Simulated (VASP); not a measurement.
# TiAl3 (vib) (I4/mmm) in VASP: a series of runs

Runs on TiAl3 (vib). Level: LDA. Tasks: single point.

Everything below comes from runs of VASP 6.6.1. Logs are shortened: lines on timing, memory, paths and dates and some standing lists are left out, and cuts for length are marked.

**1. The cell of the first run**

Symmetry: I4/mmm, No. 139, tetragonal system. Conventional cell: a = 3.822 Å, b = 3.822 Å, c = 8.561 Å, α = 90.00°, β = 90.00°, γ = 90.00°. Ti (site symmetry 4/mmm) has 12 Al at 2.70 to 2.87 Å within 3.6 Å. Al (site symmetry 4/mmm) has 4 Ti at 2.70 Å and 8 Al at 2.87 Å within 3.6 Å. Al (site symmetry -4m2) has 8 Al at 2.70 to 2.87 Å and 4 Ti at 2.87 Å within 3.6 Å.

**2. Single point, LDA**

Input file INCAR:

```
SYSTEM = TiAl3
PREC = Accurate ; ENCUT = 520
EDIFF = 1E-7 ; ISMEAR = 0
SIGMA = 0.1 ; LREAL = .False.
LASPH = .True. ; NELM = 80
ALGO = Normal ; ISIF = 2
LWAVE = .False. ; LCHARG = .True.
GGA = CA ; LELF = .True.
LVHAR = .True. ; NBANDS = 18
```

Input file KPOINTS:

```
regular mesh
0
Gamma
  6 6 6
  0 0 0
```

Input file POSCAR:

```
TiAl3
1.0
   -1.9111067700      1.9111067700      4.2806687900
    1.9111067700     -1.9111067700      4.2806687900
    1.9111067700      1.9111067700     -4.2806687900
Ti Al
1 3
Direct
    0.0000000000      0.0000000000      0.0000000000
    0.5000000000      0.5000000000      0.0000000000
    0.7500000000      0.2500000000      0.5000000000
    0.2500000000      0.7500000000      0.5000000000
```

Potentials or basis: VASP PAW LDA potentials, release 64 (Ti_sv, Al).

Run with:

```sh
$ cat potpaw_LDA.64/Ti_sv/POTCAR potpaw_LDA.64/Al/POTCAR > POTCAR
$ mpirun -np 1 vasp_std > vasp.out
```

OUTCAR:

```text
SYSTEM = TiAl3
   PREC = Accurate
   ENCUT = 520
   EDIFF = 1E-7
   ISMEAR = 0
   LREAL = .False.
   LASPH = .True.
   NELM = 80
   ISIF = 2
   GGA = CA

 ion  position               nearest neighbor table
   1  0.000  0.000  0.000-   2 2.70   2 2.70   2 2.70   2 2.70   4 2.87   3 2.87   4 2.87   4 2.87
                             3 2.87   3 2.87   4 2.87   3 2.87
   2  0.500  0.500  0.000-   1 2.70   1 2.70   1 2.70   1 2.70   4 2.87   3 2.87   4 2.87   3 2.87
                             4 2.87   4 2.87   3 2.87   3 2.87
   3  0.750  0.250  0.500-   4 2.70   4 2.70   4 2.70   4 2.70   2 2.87   1 2.87   2 2.87   1 2.87
                             2 2.87   2 2.87   1 2.87   1 2.87
   4  0.250  0.750  0.500-   3 2.70   3 2.70   3 2.70   3 2.70   2 2.87   1 2.87   2 2.87   2 2.87
                             1 2.87   1 2.87   2 2.87   1 2.87

  LATTYP: Found a body centered tetragonal cell.
 ALAT       =     3.8222135400
 C/A-ratio  =     2.2398899199

  Lattice vectors:

 A1 = (  -1.9111067700,   1.9111067700,   4.2806687900)
 A2 = (   1.9111067700,  -1.9111067700,   4.2806687900)
 A3 = (   1.9111067700,   1.9111067700,  -4.2806687900)

Analysis of symmetry for initial positions (statically):
=====================================================================
 Subroutine PRICEL returns:
 Original cell was already a primitive cell.

 Routine SETGRP: Setting up the symmetry group for a
 body centered tetragonal supercell.

 Subroutine GETGRP returns: Found 16 space group operations
 (whereof 16 operations were pure point group operations)
 out of a pool of 16 trial point group operations.

The static configuration has the point symmetry D_4h.

Analysis of symmetry for dynamics (positions and initial velocities):
=====================================================================
 Subroutine PRICEL returns:
 Original cell was already a primitive cell.

 Routine SETGRP: Setting up the symmetry group for a
 body centered tetragonal supercell.

 Subroutine GETGRP returns: Found 16 space group operations
 (whereof 16 operations were pure point group operations)
 out of a pool of 16 trial point group operations.

The dynamic configuration has the point symmetry D_4h.

 Subroutine INISYM returns: Found 16 space group operations
 (whereof 16 operations are pure point group operations),
 and found     1 'primitive' translations

----------------------------------------------------------------------------------------

                                     Primitive cell

  volume of cell :      62.5376

  direct lattice vectors                    reciprocal lattice vectors
    -1.911106770  1.911106770  4.280668790     0.000000000  0.261628501  0.116804178
     1.911106770 -1.911106770  4.280668790     0.261628501  0.000000000  0.116804178
     1.911106770  1.911106770 -4.280668790     0.261628501  0.261628501  0.000000000

  length of vectors
     5.062487873  5.062487873  5.062487873     0.286518217  0.286518217  0.369998575

  position of ions in fractional coordinates (direct lattice)
     0.000000000  0.000000000  0.000000000
     0.500000000  0.500000000  0.000000000
     0.750000000  0.250000000  0.500000000
     0.250000000  0.750000000  0.500000000

  ion indices of the primitive-cell ions
   primitive index   ion index
                 1           1
                 2           2
                 3           3
                 4           4

----------------------------------------------------------------------------------------

 KPOINTS: regular mesh

Automatic generation of k-mesh.
 Grid dimensions read from file:
 generate k-points for:    6    6    6

 Generating k-lattice:

  Cartesian coordinates                     Fractional coordinates (reciprocal lattice)
     0.000000000  0.043604750  0.019467363     0.166666667 -0.000000000  0.000000000
     0.043604750  0.000000000  0.019467363    -0.000000000  0.166666667  0.000000000
     0.043604750  0.043604750  0.000000000     0.000000000  0.000000000  0.166666667

  Length of vectors
     0.047753036  0.047753036  0.061666429

  Shift w.r.t. Gamma in fractional coordinates (k-lattice)
     0.000000000  0.000000000  0.000000000

 Subroutine IBZKPT returns following result:
 ===========================================

 Found     30 irreducible k-points:

 Following reciprocal coordinates:
            Coordinates               Weight
  0.000000  0.000000  0.000000      1.000000
  0.166667  0.000000  0.000000      8.000000
  0.333333 -0.000000  0.000000      8.000000
  0.500000 -0.000000  0.000000      4.000000
  0.166667  0.166667 -0.000000      8.000000
  0.333333  0.166667  0.000000     16.000000
[... 16 lines left out ...]
 -0.333333 -0.333333  0.166667      8.000000
 -0.166667 -0.333333  0.166667      8.000000
 [... further k-points ...]
   k-points           NKPTS =     30   k-points in BZ     NKDIM =     30   number of bands    NBANDS=     18
   number of dos      NEDOS =    301   number of ions     NIONS =      4
   total plane-waves  NPLWV =  64000
   dimension x,y,z NGX =    40 NGY =   40 NGZ =   40
   dimension x,y,z NGXF=    80 NGYF=   80 NGZF=   80
   ions per type =               1   3
   NGX,Y,Z   is equivalent  to a cutoff of  13.14, 13.14, 13.14 a.u.
   NGXF,Y,Z  is equivalent  to a cutoff of  26.27, 26.27, 26.27 a.u.
 SYSTEM =  TiAl3
   PREC   = accura    normal or accurate (medium, high low for compatibility)
   ISTART =      0    job   : 0-new  1-cont  2-samecut
   ICHARG =      2    charge: 1-file 2-atom 10-const
   ISPIN  =      1    spin polarized calculation?
   LNONCOLLINEAR =      F non collinear calculations
   LSORBIT =      F    spin-orbit coupling
   LASPH  =      T    aspherical Exc in radial PAW
   ENCUT  =  520.0 eV  38.22 Ry    6.18 a.u.   9.41  9.41  9.41*2*pi/ulx,y,z
   NELM   =     80;   NELMIN=  2; NELMDL= -5     # of ELM steps
   EDIFF  = 0.1E-06   stopping-criterion for ELM
   LREAL  =      F    real-space projection
   EDIFFG = 0.1E-05   stopping-criterion for IOM
   NSW    =      0    number of steps for IOM
   IBRION =     -1    ionic relax: 0-MD 1-quasi-New 2-CG
   NFREE  =      0    steps in history (QN), initial steepest desc. (CG)
   ISIF   =      2    stress and relaxation
   ISYM   =      2    0-nonsym 1-usesym 2-fastsym
   POTIM  = 0.5000    time-step for ionic-motion
   TEBEG  =    0.0;   TEEND  =   0.0 temperature during run
   PSTRESS=    0.0 pullay stress
   NELECT =      21.0000    total number of electrons
   NUPDOWN=      -1.0000    fix difference up-down
   EMIN   =  10.00;   EMAX   =-10.00  energy-range for DOS
   EFERMI =   0.00;   METHOD = LEGACY
   ISMEAR =     0;   SIGMA  =   0.10  broadening in eV -4-tet -1-fermi 0-gaus
   EFERMI_NEDOS =   21; number of points for ismear=-14 and -15
   IALGO  =     38    algorithm
   IMIX   =      4    mixing-type and parameters
     AMIX     =   0.40;   BMIX     =  1.00
     AMIX_MAG =   1.60;   BMIX_MAG =  1.00
  volume/ion in A,a.u.               =      15.63       105.51
  Fermi-wavevector in a.u.,A,eV,Ry     =   1.137891  2.150303 17.616776  1.294796
  Thomas-Fermi vector in A             =   2.274596
   LORBIT       =      0    0 simple, 1 ext, 2 COOP (PROOUT), +10 PAW based schemes
   GGA     = CA    functional components
   LHFCALC =     F    Hartree Fock is set to
   AEXX    =    0.0000 exact exchange contribution
   IVDW    =     0    specifies the selected vdW correction
   LEPSILON=     F    determine dielectric tensor
   LRPA    =     F    only Hartree local field effects (RPA)
 non-spin polarized calculation
 Gauss-broadening in eV      SIGMA  =   0.10
  energy-cutoff  :      520.00
  volume of cell :       62.54
 maximum number of plane-waves:      1697
 NGX is ok and might be reduce to    40
   NGX = 19   NGY = 19   NGZ = 19

 number of electron      20.9999999 magnetization

 Free energy of the ion-electron system (eV)
  ---------------------------------------------------
  ext. energy  EPLUGINS =         0.00000000
  ---------------------------------------------------
  free energy    TOTEN  =       -22.78294336 eV

  energy without entropy =      -22.77653603  energy(sigma->0) =      -22.77973969

 E-fermi :   8.1379     XC(G=0): -10.9859

 val. band max:        8.1188075975   @ k =   0.3333  -0.0000   0.0000
 cond. band min:       8.1876897393   @ k =  -0.3333  -0.3333   0.1667
 fundamental gap:      0.0688821418
 Fermi energy:         8.1379322867

 k-point     1 :       0.0000    0.0000    0.0000
  band No.  band energies     occupation
      1     -47.6183      2.00000
      2     -24.3284      2.00000
      3     -24.3284      2.00000
      4     -24.2323      2.00000
      5      -1.9384      2.00000
      6       5.2627      2.00000
[... 10 lines left out ...]
     17      11.9450      0.00000
     18      11.9450      0.00000

 k-point     2 :       0.1667    0.0000    0.0000
  band No.  band energies     occupation
      1     -47.6179      2.00000
      2     -24.3357      2.00000
      3     -24.3279      2.00000
      4     -24.2319      2.00000
      5      -1.5929      2.00000
      6       4.4611      2.00000
[... 10 lines left out ...]
     17      12.1301      0.00000
     18      13.4868      0.00000

 k-point     3 :       0.3333   -0.0000    0.0000
  band No.  band energies     occupation
      1     -47.6172      2.00000
      2     -24.3504      2.00000
      3     -24.3269      2.00000
      4     -24.2313      2.00000
      5      -0.5861      2.00000
      6       2.9698      2.00000
[... 10 lines left out ...]
     17      13.0306      0.00000
     18      13.5890      0.00000

 k-point     4 :       0.5000   -0.0000    0.0000
  band No.  band energies     occupation
      1     -47.6168      2.00000
      2     -24.3577      2.00000
      3     -24.3265      2.00000
      4     -24.2309      2.00000
      5       0.8293      2.00000
      6       1.1909      2.00000
[... 10 lines left out ...]
     17      12.6682      0.00000
     18      13.7471      0.00000

 k-point     5 :       0.1667    0.1667   -0.0000
  band No.  band energies     occupation
      1     -47.6175      2.00000
      2     -24.3356      2.00000
      3     -24.3347      2.00000
      4     -24.2318      2.00000
      5      -1.1436      2.00000
      6       3.7564      2.00000
[... 10 lines left out ...]
     17      12.9158      0.00000
     18      13.5644      0.00000

 k-point     6 :       0.3333    0.1667    0.0000
  band No.  band energies     occupation
      1     -47.6168      2.00000
      2     -24.3496      2.00000
      3     -24.3339      2.00000
      4     -24.2309      2.00000
      5      -0.0605      2.00000
      6       2.8367      2.00000
[... 10 lines left out ...]
     17      13.2576      0.00000
     18      14.1174      0.00000

 k-point     7 :       0.5000    0.1667   -0.0000
  band No.  band energies     occupation
      1     -47.6165      2.00000
      2     -24.3567      2.00000
      3     -24.3333      2.00000
      4     -24.2302      2.00000
      5       0.9514      2.00000
      6       1.6462      2.00000
[... 10 lines left out ...]
     17      13.0452      0.00000
     18      14.1198      0.00000

 k-point     8 :      -0.3333    0.1667   -0.0000
  band No.  band energies     occupation
      1     -47.6168      2.00000
      2     -24.3496      2.00000
      3     -24.3339      2.00000
      4     -24.2303      2.00000
      5      -0.4734      2.00000
      6       3.5457      2.00000
[... 10 lines left out ...]
     17      11.8447      0.00000
     18      14.3243      0.00000
[... 229 lines left out ...]
     17      12.1421      0.00000
     18      14.2449      0.00000

 k-point    20 :       0.5000    0.5000    0.1667
  band No.  band energies     occupation
      1     -47.6161      2.00000
      2     -24.3479      2.00000
      3     -24.3478      2.00000
      4     -24.2299      2.00000
      5       1.6536      2.00000
      6       2.2343      2.00000
[... 10 lines left out ...]
     17      12.9082      0.00000
     18      13.8462      0.00000

 k-point    21 :      -0.3333    0.5000    0.1667
  band No.  band energies     occupation
      1     -47.6168      2.00000
      2     -24.3496      2.00000
      3     -24.3340      2.00000
      4     -24.2315      2.00000
      5       0.6721      2.00000
      6       2.0121      2.00000
[... 10 lines left out ...]
     17      13.5103      0.00000
     18      14.0647      0.00000

 k-point    22 :      -0.1667    0.5000    0.1667
  band No.  band energies     occupation
      1     -47.6171      2.00000
      2     -24.3505      2.00000
      3     -24.3270      2.00000
      4     -24.2321      2.00000
      5       0.0224      2.00000
      6       2.2322      2.00000
[... 10 lines left out ...]
     17      13.0464      0.00000
     18      14.4471      0.00000

 k-point    23 :      -0.3333   -0.3333    0.1667
  band No.  band energies     occupation
      1     -47.6175      2.00000
      2     -24.3356      2.00000
      3     -24.3349      2.00000
      4     -24.2330      2.00000
      5      -0.5110      2.00000
      6       2.1527      2.00000
[... 10 lines left out ...]
     17      13.8563      0.00000
     18      14.1196      0.00000

 k-point    24 :      -0.1667   -0.3333    0.1667
  band No.  band energies     occupation
      1     -47.6179      2.00000
      2     -24.3359      2.00000
      3     -24.3280      2.00000
      4     -24.2331      2.00000
      5      -1.1516      2.00000
      6       2.7245      2.00000
[... 10 lines left out ...]
     17      13.1886      0.00000
     18      13.4738      0.00000

 [... further k-points ...]
[... 5 lines left out ...]
  --------------------------------------------------------------------------------------
  -------------------------------------------------------------------------------------
  Total       -1.3997984     -1.3997984     -1.1155654      0.0000000     -0.0000000      0.0000000
  in kB      -35.8620042    -35.8620042    -28.5801222      0.0000000     -0.0000000      0.0000000
  external PRESSURE =     -33.4347102 kB  Pullay stress =       0.0000000 kB

 VOLUME and BASIS-vectors are now :
 -----------------------------------------------------------------------------
  energy-cutoff  :      520.00
  volume of cell :       62.54
      direct lattice vectors                 reciprocal lattice vectors
    -1.911106770  1.911106770  4.280668790     0.000000000  0.261628501  0.116804178
     1.911106770 -1.911106770  4.280668790     0.261628501  0.000000000  0.116804178
     1.911106770  1.911106770 -4.280668790     0.261628501  0.261628501  0.000000000

 POSITION                                       TOTAL-FORCE (eV/Angst)
 -----------------------------------------------------------------------------------
      0.00000      0.00000      0.00000        -0.000000      0.000000      0.000000
      0.00000      0.00000      4.28067        -0.000000      0.000000      0.000000
      0.00000      1.91111      2.14033        -0.000000      0.000000      0.000000
      1.91111      0.00000      2.14033         0.000000     -0.000000     -0.000000
 -----------------------------------------------------------------------------------
    total drift:                               -0.000000     -0.000000     -0.000000

  FREE ENERGIE OF THE ION-ELECTRON SYSTEM (eV)
  ---------------------------------------------------
  free  energy   TOTEN  =       -22.7829433591 eV

  energy  without entropy=      -22.7765360265  energy(sigma->0) =      -22.77973969
```

Run time: 30 s. Hardware: 1 thread of Intel Xeon 6975P-C (Granite Rapids), shared host; peak memory 0.21 GiB.

What came out:

- Free energy: -22.7829 eV
- Pressure: -3.3 GPa

Levels at points of the mesh, in eV from the Fermi level:
| k point | band 8 | band 9 | band 10 | band 11 | band 12 | band 13 | band 14 | band 15 |
| --- | --- | --- | --- | --- | --- | --- | --- | --- |
| (0.00, 0.00, 0.00) | -1.43 | -1.23 | -1.23 | 0.81 | 1.77 | 1.77 | 2.32 | 2.39 |
| (0.50, 0.00, 0.00) | -2.93 | -1.07 | -0.27 | 0.48 | 1.75 | 2.11 | 2.71 | 3.19 |
| (0.50, 0.50, 0.00) | -3.71 | -2.65 | -2.19 | -1.00 | 1.74 | 1.88 | 2.74 | 2.83 |
| (0.50, 0.50, 0.50) | -0.89 | -0.89 | -0.23 | 0.68 | 0.68 | 0.93 | 3.09 | 4.67 |

Caveat: the k points lie up to 0.39 Å⁻¹ apart.

(Continued in part 2 of 2.)
